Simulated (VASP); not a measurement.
# Mg5Se (F-43m) in VASP: notebook, part 2 of 2

VASP 6.6.1.

## 4. Relaxation of cell and atoms, PBE

This run uses another cell than the first one, of 41.58 Å³/atom.

Input file INCAR:

```
PREC     = Accurate       # precision mode
ENCUT    = 600            # plane-wave cutoff, eV
EDIFF    = 1E-7           # SCF threshold, eV
ISMEAR   = 0              # smearing method
SIGMA    = 0.1            # smearing width, eV
LREAL    = F              # projectors in reciprocal space
LASPH    = T              # aspherical terms in the spheres
NELM     = 60             # most SCF steps
ALGO     = Normal         # electronic algorithm
ISIF     = 3              # what is computed and relaxed
LWAVE    = F              # write WAVECAR
LCHARG   = F              # write CHGCAR
GGA      = PE             # functional
IBRION   = 2              # ionic algorithm
NSW      = 100            # ionic steps
EDIFFG   = -0.01          # ionic threshold
```

Input file KPOINTS:

```
regular mesh
0
Gamma
  8 8 8
```

Input file POSCAR:

```
Mg5Se
1.0
    0.0000000000      4.9965204899      4.9965204899
    4.9965204899      0.0000000000      4.9965204899
    4.9965204899      4.9965204899      0.0000000000
Mg Se
5 1
Direct
    0.0000000000      0.0000000000      0.0000000000
    0.6046268837      0.1861193489      0.6046268837
    0.6046268837      0.6046268837      0.6046268837
    0.1861193489      0.6046268837      0.6046268837
    0.6046268837      0.6046268837      0.1861193489
    0.7500000000      0.7500000000      0.7500000000
```

Potentials or basis: VASP PAW PBE potentials, release 64 (Mg, Se).

Started as:

```bash
$ cat potpaw_PBE.64/Mg/POTCAR potpaw_PBE.64/Se/POTCAR > POTCAR
$ mpirun -np 1 vasp_std > vasp.out
```

OUTCAR:

```text
PREC = Accurate
   ENCUT = 600
   EDIFF = 1E-7
   ISMEAR = 0
   LREAL = F
   LASPH = T
   NELM = 60
   ISIF = 3
   GGA = PE
   IBRION = 2
   NSW = 100
   EDIFFG = -0.01

 ion  position               nearest neighbor table
   1  0.000  0.000  0.000-
   2  0.605  0.186  0.605-   6 2.52   4 2.96   5 2.96   3 2.96
   3  0.605  0.605  0.605-   6 2.52   4 2.96   5 2.96   2 2.96
   4  0.186  0.605  0.605-   6 2.52   3 2.96   5 2.96   2 2.96
   5  0.605  0.605  0.186-   6 2.52   3 2.96   4 2.96   2 2.96
   6  0.750  0.750  0.750-   3 2.52   2 2.52   4 2.52   5 2.52

  LATTYP: Found a face centered cubic cell.
 ALAT       =     9.9930409798

  Lattice vectors:

 A1 = (   0.0000000000,   4.9965204899,   4.9965204899)
 A2 = (   4.9965204899,   0.0000000000,   4.9965204899)
 A3 = (   4.9965204899,   4.9965204899,   0.0000000000)

Analysis of symmetry for initial positions (statically):
=====================================================================
 Subroutine PRICEL returns:
 Original cell was already a primitive cell.

 Routine SETGRP: Setting up the symmetry group for a
 face centered cubic supercell.

 Subroutine GETGRP returns: Found 24 space group operations
 (whereof 24 operations were pure point group operations)
 out of a pool of 48 trial point group operations.

The static configuration has the point symmetry T_d .

[... 248 lines left out ...]

 number of electron      15.9999999 magnetization

 Free energy of the ion-electron system (eV)
  ---------------------------------------------------
  ext. energy  EPLUGINS =         0.00000000
  ---------------------------------------------------
  free energy    TOTEN  =        -9.19913788 eV

  energy without entropy =       -9.16743944  energy(sigma->0) =       -9.18328866

 E-fermi :   0.1106     XC(G=0):  -6.5371

 val. band max:        0.1074911053   @ k =   0.5000   0.2500   0.0000
 cond. band min:       0.1148603213   @ k =   0.3750   0.3750   0.0000
 fundamental gap:      0.0073692160
 Fermi energy:         0.1106155357

 k-point     1 :       0.0000    0.0000    0.0000
  band No.  band energies     occupation
      1     -13.4299      2.00000
      2      -4.0346      2.00000
      3      -3.9430      2.00000
      4      -3.9430      2.00000
      5      -3.9430      2.00000
      6      -1.0983      2.00000
      7      -0.2379      2.00000
      8      -0.2379      2.00000
      9      -0.2379      2.00000
     10       1.7617      0.00000
     11       1.7617      0.00000
     12       2.5624      0.00000
[... 331 lines left out ...]
 k-point    24 :      -0.3750    0.2500    0.1250
  band No.  band energies     occupation
      1     -13.4241      2.00000
      2      -4.6077      2.00000
      3      -4.1442      2.00000
      4      -4.0266      2.00000
      5      -2.9426      2.00000
      6      -1.5249      2.00000
      7      -0.2938      2.00000
      8      -0.1525      1.99980
      9       0.3287      0.00204
     10       1.3034      0.00000
     11       1.9076      0.00000
     12       2.2242      0.00000

 [... further k-points ...]

------------------------ aborting loop because EDIFF is reached ----------------------------------------

  FORCE on cell =-STRESS in cart. coord.  units (eV):
  Direction    XX          YY          ZZ          XY          YZ          ZX
  --------------------------------------------------------------------------------------
  -------------------------------------------------------------------------------------
  Total        0.0110841      0.0110841      0.0110841      0.0000000      0.0000000      0.0000000
  in kB        0.0718943      0.0718943      0.0718943      0.0000000      0.0000000      0.0000000
  external PRESSURE =       0.0718943 kB  Pullay stress =       0.0000000 kB
[... 21 lines left out ...]
  FREE ENERGIE OF THE ION-ELECTRON SYSTEM (eV)
  ---------------------------------------------------
  free  energy   TOTEN  =        -9.1991378829 eV

  energy  without entropy=       -9.1674394402  energy(sigma->0) =       -9.18328866

 reached required accuracy - stopping structural energy minimisation
```

CONTCAR:

```text
Mg5Se
   1.00000000000000
    -0.0000000000000000    4.9799980097203562    4.9799980097203562
     4.9799980097203562    0.0000000000000000    4.9799980097203562
     4.9799980097203562    4.9799980097203562    0.0000000000000000
  Mg              Se
     5     1
Direct
     0.0000000000000000    0.0000000000000000    0.0000000000000000
     0.6045339931327216    0.1863980206018355    0.6045339931327216
     0.6045339931327216    0.6045339931327216    0.6045339931327216
     0.1863980206018355    0.6045339931327216    0.6045339931327216
     0.6045339931327216    0.6045339931327216    0.1863980206018355
     0.7500000000000000    0.7500000000000000    0.7500000000000000

  0.00000000E+00  0.00000000E+00  0.00000000E+00
  0.00000000E+00  0.00000000E+00  0.00000000E+00
  0.00000000E+00  0.00000000E+00  0.00000000E+00
  0.00000000E+00  0.00000000E+00  0.00000000E+00
  0.00000000E+00  0.00000000E+00  0.00000000E+00
  0.00000000E+00  0.00000000E+00  0.00000000E+00
```

Wall time 2.3 min (1 thread of Intel Xeon 6975P-C (Granite Rapids), shared host); peak memory 0.51 GiB.

Results:

| Property | Result |
| --- | --- |
| Free energy | -9.1991 eV |
| Relaxed volume | 41.17 Å³/atom |
| Relaxed cell | a = 7.043 Å, b = 7.043 Å, c = 7.043 Å, α = 60.00°, β = 60.00°, γ = 60.00° |
| Space group after relaxing (to 0.1 Å) | F-43m (No. 216) |
| Energy gained by relaxing | 0.2 meV/atom |
| Ionic steps | 3 |
| Pressure after relaxing | 0.0 GPa |
| Largest force after relaxing | 0.006 eV/Å |
| Band gap on the k mesh | zero (bands 8 and 9 overlap by 0.43 eV) |

Forces in eV/Å, atoms in the order of the input:
```
Mg   0.000  0.000  0.000
Mg   0.003 -0.003  0.003
Mg  -0.003 -0.003 -0.003
Mg  -0.003  0.003  0.003
Mg   0.003  0.003 -0.003
Se   0.000  0.000  0.000
```

Step by step:
```
step  energy change (eV)  largest force (eV/Å)  pressure (GPa)  volume (Å³)
   1              0.0000                0.0191           -0.15       249.48
   2             -0.0010                0.0116           -0.06       248.06
   3             -0.0012                0.0060            0.01       247.01
```

Final structure:
```
Mg Se
1.0
     0.00000    4.98000    4.98000
     4.98000    0.00000    4.98000
     4.98000    4.98000    0.00000
Mg Se
5 1
Direct
  0.00000 0.00000 0.00000
  0.60453 0.18640 0.60453
  0.60453 0.60453 0.60453
  0.18640 0.60453 0.60453
  0.60453 0.60453 0.18640
  0.75000 0.75000 0.75000
```

Caveat: semilocal functionals underestimate gaps, and a narrow one can read as zero.

## 5. The runs side by side

| task | cell | k mesh | cutoff (eV) | gap on the mesh (eV) | pressure (GPa) | relaxed volume (Å³/atom) | largest force (eV/Å) |
| --- | --- | --- | --- | --- | --- | --- | --- |
| relaxation of cell and atoms | relaxed from a = 5.702 Å, angles 60.0°, 6 atoms, atomic positions A | 4 × 4 × 4 | 600 | none | 0.0 | 41.26 | 0.03 |
| single point | a = 7.043 Å, angles 60.0°, 6 atoms, atomic positions B | 8 × 8 × 8 | 520 | none | 0.0 | - | 0.02 |
| relaxation of cell and atoms | relaxed from a = 7.066 Å, angles 60.0°, 6 atoms, atomic positions B | 8 × 8 × 8 | 600 | none | 0.0 | 41.17 | 0.01 |

Alike in all rows: level PBE; potentials or basis VASP PAW PBE potentials, release 64 (Mg, Se); no spin polarisation; smearing gaussian 0.1 eV.

Caveats: semilocal functionals underestimate gaps, and a narrow one can read as zero; the volume moved by over 15 % at a fixed basis, so the end points are rough (at least some runs).

Absolute energies hang on the potentials; compare differences alone.
